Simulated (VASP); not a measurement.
Input of a VASP 6.6.1 run:

INCAR

```
SYSTEM = Au
PREC     = Accurate       ! precision mode
ENCUT    = 520            ! plane-wave cutoff, eV
EDIFF    = 1E-7           ! SCF threshold, eV
ISMEAR   = -1             ! smearing method
SIGMA    = 0.05           ! smearing width, eV
LREAL    = Auto         
LASPH    = .True.         ! aspherical terms in the spheres
NELM     = 100            ! most SCF steps
ALGO     = Fast           ! electronic algorithm
ISIF     = 2              ! what is computed and relaxed
LWAVE    = .False.        ! write WAVECAR
LCHARG   = .False.        ! write CHGCAR
GGA      = PE             ! functional
NBANDS   = 168            ! bands
```

KPOINTS

```
regular mesh
0
Gamma
  4 4 4
  0 0 0
```

The input POSCAR:

```
Au
1.0
    0.0000000000      6.1050000000      6.1050000000
    6.1050000000      0.0000000000      6.1050000000
    6.1050000000      6.1050000000      0.0000000000
Au
27
Direct
    0.0000000000      0.0000000000      0.0000000000
    0.0000000000      0.0000000000      0.3333333333
    0.0000000000      0.0000000000      0.6666666667
    0.0000000000      0.3333333333      0.0000000000
    0.0000000000      0.3333333333      0.3333333333
    0.0000000000      0.3333333333      0.6666666667
    0.0000000000      0.6666666667      0.0000000000
    0.0000000000      0.6666666667      0.3333333333
    0.0000000000      0.6666666667      0.6666666667
    0.3333333333      0.0000000000      0.0000000000
    0.3333333333      0.0000000000      0.3333333333
    0.3333333333      0.0000000000      0.6666666667
    0.3333333333      0.3333333333      0.0000000000
    0.3333333333      0.3333333333      0.3333333333
    0.3333333333      0.3333333333      0.6666666667
    0.3333333333      0.6666666667      0.0000000000
    0.3333333333      0.6666666667      0.3333333333
    0.3333333333      0.6666666667      0.6666666667
    0.6666666667      0.0000000000      0.0000000000
    0.6666666667      0.0000000000      0.3333333333
    0.6666666667      0.0000000000      0.6666666667
    0.6666666667      0.3333333333      0.0000000000
    0.6666666667      0.3333333333      0.3333333333
    0.6666666667      0.3333333333      0.6666666667
    0.6666666667      0.6666666667      0.0000000000
    0.6666666667      0.6666666667      0.3333333333
    0.6666666667      0.6666666667      0.6666666667
```

Potentials or basis: VASP PAW PBE potentials, release 64 (Au).

Command:

```sh
$ cat potpaw_PBE.64/Au/POTCAR > POTCAR
$ mpirun -np 1 vasp_std > vasp.out
```

Task: What does it give for the band gap on the k mesh?

Result: Zero (an odd number of electrons rules out a gap without spin polarisation).

Task: Estimate the pressure.

Result: 10.5 GPa.

Caveat: the cell stands under pressure; spin-orbit coupling is left out, which moves the levels of the heavy elements.
